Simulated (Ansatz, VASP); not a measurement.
Pt: VASP beside Ansatz

```xyz
1
Lattice="0.0000 1.8600 1.9579 1.8600 0.0000 1.9579 1.8600 1.8600 0.0000" Properties=species:S:1:pos:R:3 pbc="T T T"
Pt    0.0000    0.0000    0.0000
```

Change from the starting cell: strain -0.0500 x Voigt [1, 1, 0, 0, 0, 0], atoms carried along.

Alike in both runs: task single point; functional PBE; k mesh 20 × 20 × 20; occupations gaussian, width 0.15 eV; no spin polarisation.

|  | VASP | Ansatz |
| --- | --- | --- |
| version | VASP 6.6.1 | Ansatz 0.2.0 |
| potentials or method | VASP PAW PBE potentials, release 64 (Pt), cutoff 520 eV | scalar-relativistic, plane waves, PAW |
| valence electrons in the cell | 10 | 18 |

|  | VASP | Ansatz | Ansatz less VASP |
| --- | --- | --- | --- |
| gap on the k mesh at the Fermi level (eV) | none | none | - |
| pressure (GPa) | 52.6 | 53.2 | +0.60 |
| traceless stress, the component that is largest in VASP (GPa) | -6.48 | -6.52 | -0.037 |

A gap of «none» marks a metal or a gap that the smearing closes. Both programs put the cell under a high pressure, so it lies far from rest at this level. The functional is the same, so the differences come from potentials, cutoffs and numerics. VASP's potentials hold 10 valence electrons a cell and Ansatz's 18, so a difference there can come from the potentials and not from the codes.

Neither program's run includes spin-orbit coupling.
